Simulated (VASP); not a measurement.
# CdSiN2 (P-4m2) in VASP: notebook, part 2 of 2

VASP 6.6.1. Earlier steps stand in the parts before.

## 3. Single point, PBE (biaxial xy strain +3.8%)

INCAR

```
SYSTEM = CdSiN2
PREC = Accurate
ENCUT = 520
EDIFF = 1E-6
ISMEAR = -1
SIGMA = 0.02
LREAL = .False.
LASPH = .True.
NELM = 100
ALGO = Normal
ISIF = 2
LWAVE = .False.
LCHARG = .False.
GGA = PE
NBANDS = 21
```

KPOINTS

```
regular mesh
0
Gamma
  8 8 6
  0 0 0
```

POSCAR

```
CdSiN2
1.0
    3.1480664100      0.0000000000      0.0000000000
    0.0000000000      3.1480664100      0.0000000000
    0.0000000000      0.0000000000      5.1102333328
Cd N Si
1 2 1
Direct
    0.0000000000      0.0000000000      0.0000000000
    0.0000000000      0.5000000000      0.3225100448
    0.5000000000      0.0000000000      0.6774899552
    0.5000000000      0.5000000000      0.5000000000
```

Potentials or basis: VASP PAW PBE potentials, release 64 (Cd, N, Si).

Started as:

```bash
> cat potpaw_PBE.64/Cd/POTCAR potpaw_PBE.64/N/POTCAR potpaw_PBE.64/Si/POTCAR > POTCAR
> mpirun -np 1 vasp_std > vasp.out
```

OUTCAR:

```text
SYSTEM = CdSiN2
   PREC = Accurate
   ENCUT = 520
   EDIFF = 1E-6
   ISMEAR = -1
   LREAL = .False.
   LASPH = .True.
   NELM = 100
   ISIF = 2
   GGA = PE

 ion  position               nearest neighbor table
   1  0.000  0.000  0.000-   2 2.28   3 2.28   2 2.28   3 2.28   4 3.39   4 3.39   4 3.39   4 3.39
                             4 3.39   4 3.39   4 3.39   4 3.39
   2  0.000  0.500  0.323-   4 1.82   4 1.82   1 2.28   1 2.28
   3  0.500  0.000  0.677-   4 1.82   4 1.82   1 2.28   1 2.28
   4  0.500  0.500  0.500-   2 1.82   3 1.82   3 1.82   2 1.82   1 3.39   1 3.39   1 3.39   1 3.39
                             1 3.39   1 3.39   1 3.39   1 3.39

  LATTYP: Found a simple tetragonal cell.
 ALAT       =     3.1480664100
 C/A-ratio  =     1.6232927350

  Lattice vectors:

 A1 = (   3.1480664100,   0.0000000000,   0.0000000000)
 A2 = (   0.0000000000,   3.1480664100,   0.0000000000)
 A3 = (   0.0000000000,   0.0000000000,   5.1102333328)

Analysis of symmetry for initial positions (statically):
=====================================================================
 Subroutine PRICEL returns:
 Original cell was already a primitive cell.

 Routine SETGRP: Setting up the symmetry group for a
 simple tetragonal supercell.

 Subroutine GETGRP returns: Found  8 space group operations
 (whereof  8 operations were pure point group operations)
 out of a pool of 16 trial point group operations.

The static configuration has the point symmetry D_2d.

Analysis of symmetry for dynamics (positions and initial velocities):
=====================================================================
 Subroutine PRICEL returns:
 Original cell was already a primitive cell.

 Routine SETGRP: Setting up the symmetry group for a
 simple tetragonal supercell.

 Subroutine GETGRP returns: Found  8 space group operations
 (whereof  8 operations were pure point group operations)
 out of a pool of 16 trial point group operations.

The dynamic configuration has the point symmetry D_2d.

 Subroutine INISYM returns: Found  8 space group operations
 (whereof  8 operations are pure point group operations),
 and found     1 'primitive' translations

----------------------------------------------------------------------------------------

                                     Primitive cell

  volume of cell :      50.6441

  direct lattice vectors                    reciprocal lattice vectors
     3.148066410  0.000000000  0.000000000     0.317655306  0.000000000  0.000000000
     0.000000000  3.148066410  0.000000000     0.000000000  0.317655306  0.000000000
     0.000000000  0.000000000  5.110233333     0.000000000  0.000000000  0.195685781

  length of vectors
     3.148066410  3.148066410  5.110233333     0.317655306  0.317655306  0.195685781

  position of ions in fractional coordinates (direct lattice)
     0.000000000  0.000000000  0.000000000
     0.000000000  0.500000000  0.322510045
     0.500000000  0.000000000  0.677489955
     0.500000000  0.500000000  0.500000000

  ion indices of the primitive-cell ions
   primitive index   ion index
                 1           1
                 2           2
                 3           3
                 4           4

----------------------------------------------------------------------------------------

 KPOINTS: regular mesh

Automatic generation of k-mesh.
 Grid dimensions read from file:
 generate k-points for:    8    8    6

 Generating k-lattice:

  Cartesian coordinates                     Fractional coordinates (reciprocal lattice)
     0.039706913  0.000000000  0.000000000     0.125000000  0.000000000  0.000000000
     0.000000000  0.039706913  0.000000000     0.000000000  0.125000000  0.000000000
     0.000000000  0.000000000  0.032614297     0.000000000  0.000000000  0.166666667

  Length of vectors
     0.039706913  0.039706913  0.032614297

  Shift w.r.t. Gamma in fractional coordinates (k-lattice)
     0.000000000  0.000000000  0.000000000

 Subroutine IBZKPT returns following result:
 ===========================================

 Found     60 irreducible k-points:

 Following reciprocal coordinates:
            Coordinates               Weight
  0.000000  0.000000  0.000000      1.000000
  0.125000  0.000000  0.000000      4.000000
  0.250000  0.000000  0.000000      4.000000
  0.375000  0.000000  0.000000      4.000000
  0.500000  0.000000  0.000000      2.000000
  0.125000  0.125000  0.000000      4.000000
[... 16 lines left out ...]
  0.375000  0.125000  0.166667     16.000000
  0.500000  0.125000  0.166667      8.000000
 [... further k-points ...]
   k-points           NKPTS =     60   k-points in BZ     NKDIM =     60   number of bands    NBANDS=     21
   number of dos      NEDOS =    301   number of ions     NIONS =      4
   total plane-waves  NPLWV =  23040
   dimension x,y,z NGX =    24 NGY =   24 NGZ =   40
   dimension x,y,z NGXF=    48 NGYF=   48 NGZF=   80
   ions per type =               1   2   1
   NGX,Y,Z   is equivalent  to a cutoff of  12.67, 12.67, 13.01 a.u.
   NGXF,Y,Z  is equivalent  to a cutoff of  25.35, 25.35, 26.03 a.u.
 SYSTEM =  CdSiN2
   PREC   = accura    normal or accurate (medium, high low for compatibility)
   ISTART =      0    job   : 0-new  1-cont  2-samecut
   ICHARG =      2    charge: 1-file 2-atom 10-const
   ISPIN  =      1    spin polarized calculation?
   LNONCOLLINEAR =      F non collinear calculations
   LSORBIT =      F    spin-orbit coupling
   LASPH  =      T    aspherical Exc in radial PAW
   ENCUT  =  520.0 eV  38.22 Ry    6.18 a.u.   5.85  5.85  9.50*2*pi/ulx,y,z
   NELM   =    100;   NELMIN=  2; NELMDL= -5     # of ELM steps
   EDIFF  = 0.1E-05   stopping-criterion for ELM
   LREAL  =      F    real-space projection
   EDIFFG = 0.1E-04   stopping-criterion for IOM
   NSW    =      0    number of steps for IOM
   IBRION =     -1    ionic relax: 0-MD 1-quasi-New 2-CG
   NFREE  =      0    steps in history (QN), initial steepest desc. (CG)
   ISIF   =      2    stress and relaxation
   ISYM   =      2    0-nonsym 1-usesym 2-fastsym
   POTIM  = 0.5000    time-step for ionic-motion
   TEBEG  =    0.0;   TEEND  =   0.0 temperature during run
   PSTRESS=    0.0 pullay stress
   NELECT =      26.0000    total number of electrons
   NUPDOWN=      -1.0000    fix difference up-down
   EMIN   =  10.00;   EMAX   =-10.00  energy-range for DOS
   EFERMI =   0.00;   METHOD = LEGACY
   ISMEAR =    -1;   SIGMA  =   0.02  broadening in eV -4-tet -1-fermi 0-gaus
   EFERMI_NEDOS =   21; number of points for ismear=-14 and -15
   IALGO  =     38    algorithm
   IMIX   =      4    mixing-type and parameters
     AMIX     =   0.40;   BMIX     =  1.00
     AMIX_MAG =   1.60;   BMIX_MAG =  1.00
  volume/ion in A,a.u.               =      12.66        85.44
  Fermi-wavevector in a.u.,A,eV,Ry     =   1.310860  2.477167 23.379639  1.718355
  Thomas-Fermi vector in A             =   2.441362
   LORBIT       =      0    0 simple, 1 ext, 2 COOP (PROOUT), +10 PAW based schemes
   GGA     = PE    functional components
[... 5 lines left out ...]
 non-spin polarized calculation
  energy-cutoff  :      520.00
  volume of cell :       50.64
 maximum number of plane-waves:      1416
 NGX is ok and might be reduce to    24
   NGX = 11   NGY = 11   NGZ = 19

 number of electron      26.0000003 magnetization

 Free energy of the ion-electron system (eV)
  ---------------------------------------------------
  ext. energy  EPLUGINS =         0.00000000
  ---------------------------------------------------
  free energy    TOTEN  =       -24.24160492 eV

  energy without entropy =      -24.24160492  energy(sigma->0) =      -24.24160492

 E-fermi :   4.9265     XC(G=0): -11.0628

 val. band max:        4.4804250415   @ k =   0.0000   0.0000   0.0000
 cond. band min:       5.3125815331   @ k =   0.0000   0.0000   0.0000
 fundamental gap:      0.8321564916
 Fermi energy:         4.9264795147

 k-point     1 :       0.0000    0.0000    0.0000
  band No.  band energies     occupation
      1     -11.9155      2.00000
      2      -9.0918      2.00000
      3      -3.6824      2.00000
      4      -3.3531      2.00000
      5      -2.9783      2.00000
      6      -2.9783      2.00000
[... 550 lines left out ...]
      5      -3.1348      2.00000
      6      -2.9865      2.00000
[... 13 lines left out ...]
     20      15.3601      0.00000
     21      17.5119      0.00000

 [... further k-points ...]

------------------------ aborting loop because EDIFF is reached ----------------------------------------

  FORCE on cell =-STRESS in cart. coord.  units (eV):
  Direction    XX          YY          ZZ          XY          YZ          ZX
  --------------------------------------------------------------------------------------
  -------------------------------------------------------------------------------------
  Total       -2.7296283     -2.7296283     -1.2222839      0.0000000      0.0000000      0.0000000
  in kB      -86.3546232    -86.3546232    -38.6682202      0.0000000      0.0000000      0.0000000
  external PRESSURE =     -70.4591555 kB  Pullay stress =       0.0000000 kB

 VOLUME and BASIS-vectors are now :
 -----------------------------------------------------------------------------
  energy-cutoff  :      520.00
  volume of cell :       50.64
      direct lattice vectors                 reciprocal lattice vectors
     3.148066410  0.000000000  0.000000000     0.317655306  0.000000000  0.000000000
     0.000000000  3.148066410  0.000000000     0.000000000  0.317655306  0.000000000
     0.000000000  0.000000000  5.110233333     0.000000000  0.000000000  0.195685781

 POSITION                                       TOTAL-FORCE (eV/Angst)
 -----------------------------------------------------------------------------------
      0.00000      0.00000      0.00000         0.000000     -0.000000      0.000000
      0.00000      1.57403      1.64810        -0.000000     -0.000000      0.019076
      1.57403      0.00000      3.46213        -0.000000     -0.000000     -0.019076
      1.57403      1.57403      2.55512         0.000000      0.000000      0.000000
 -----------------------------------------------------------------------------------
    total drift:                                0.000000      0.000000      0.000000

  FREE ENERGIE OF THE ION-ELECTRON SYSTEM (eV)
  ---------------------------------------------------
  free  energy   TOTEN  =       -24.2416049180 eV

  energy  without entropy=      -24.2416049179  energy(sigma->0) =      -24.24160492
```

stdout:

```text
POSCAR found type information on POSCAR CdN Si
 POSCAR found :  3 types and       4 ions
 scaLAPACK will be used
 LDA part: xc-table for (Slater+PW92), standard interpolation
 POSCAR, INCAR and KPOINTS ok, starting setup
 FFT: planning ... GRIDC
 FFT: planning ... GRID_SOFT
 FFT: planning ... GRID
 WAVECAR not read
 entering main loop
```

Run time: 31 s. Hardware: 1 thread of AMD EPYC 9R45 (Zen 5), shared host; peak memory 0.17 GiB.

What came out:

```yaml
Free_energy: -24.2416 eV
Pressure: -7.0 GPa
Largest_force: 0.019 eV/Å
Band_gap_on_the_k_mesh: 0.83 eV, direct
```

Forces in eV/Å, atoms in the order of the input:
```
Cd   0.000  0.000  0.000
N    0.000  0.000  0.019
N    0.000  0.000 -0.019
Si   0.000  0.000  0.000
```

Stress tensor (GPa, compression positive):
```
-8.64  0.00  0.00
 0.00 -8.64  0.00
 0.00  0.00 -3.87
```

Levels at points of the mesh, in eV from the valence-band top:
```csv
k point,band 11,band 12,band 13,band 14,band 15,band 16
"(0.00, 0.00, 0.00)",-2.28,0.00,0.00,0.83,4.12,5.60
"(0.50, 0.00, 0.00)",-2.88,-2.86,-0.12,3.91,4.67,4.97
"(0.50, 0.50, 0.00)",-2.31,-2.31,-1.33,2.98,2.98,6.16
"(0.00, 0.00, 0.50)",-3.44,-0.40,-0.40,3.56,3.58,4.01
"(0.50, 0.00, 0.50)",-1.68,-1.07,-0.02,3.01,3.81,5.75
"(0.50, 0.50, 0.50)",-3.18,-3.18,-1.76,5.56,5.56,7.58
```

Caveat: the cell differs from its parent crystal (biaxial xy strain +3.8%).
